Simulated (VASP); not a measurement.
Write the native input for VASP 6.6.1 that does the following.

- Task: relaxation of cell and atoms
- Functional: revPBE
- Potentials or basis: VASP PAW PBE potentials, release 64 (Re)
- Cutoff: 600 eV
- k mesh: 13 × 13 × 4
- Occupations: fermi-dirac, width 0.1 eV
- Spin: no spin polarisation
- Dipole correction: no
- Further INCAR settings: ALGO = Normal; EDIFF = 1e-07; IBRION = 2; EDIFFG = -0.01; NSW = 80; ISIF = 3

The structure of Re lies in POSCAR:

```
Re
1.0
    2.7505166939      0.0000000000      0.0000000000
   -1.3752583469      2.3820173304      0.0000000000
    0.0000000000      0.0000000000      8.9831875222
Re
4
Direct
    0.0000000000      0.0000000000      0.0000000000
    0.0000000000      0.0000000000      0.5000000000
    0.3333333333      0.6666666667      0.2500000000
    0.6666666667      0.3333333333      0.7500000000
```

The input as run:

INCAR

```
PREC     = Accurate       # precision mode
ENCUT    = 600            # plane-wave cutoff, eV
EDIFF    = 1E-7           # SCF threshold, eV
ISMEAR   = -1             # smearing method
SIGMA    = 0.1            # smearing width, eV
LREAL    = F              # projectors in reciprocal space
LASPH    = T              # aspherical terms in the spheres
NELM     = 100            # most SCF steps
ALGO     = Normal         # electronic algorithm
ISIF     = 3              # what is computed and relaxed
LWAVE    = F              # write WAVECAR
LCHARG   = F              # write CHGCAR
GGA      = RE             # functional
IBRION   = 2              # ionic algorithm
NSW      = 80             # ionic steps
EDIFFG   = -0.01          # ionic threshold
```

KPOINTS

```
Automatic mesh
0
Gamma
  13 13 4
```

Potentials or basis: VASP PAW PBE potentials, release 64 (Re).

Launch:

```bash
$ cat potpaw_PBE.64/Re/POTCAR > POTCAR
$ mpirun -np 1 vasp_std > vasp.out
```

Results of the run:

The relaxed volume is 15.04 Å³/atom, the relaxed cell is a = 2.783 Å, b = 2.783 Å, c = 8.969 Å, α = 90.00°, β = 90.00°, γ = 120.00° and the space group after relaxing (to 0.1 Å) is P6_3/mmc (No. 194). The energy gained by relaxing is 10.9 meV/atom, the ionic steps are 6 and the pressure after relaxing is 0.0 GPa.

Caveat: the highest band is partly filled, so the run has too few bands; the PAW data sets were made with another functional, which shifts forces and pressure a little.

It took 6.9 min on 1 thread of AMD EPYC 7R13 Processor (Zen 3) (shared host), peak memory 0.21 GiB.
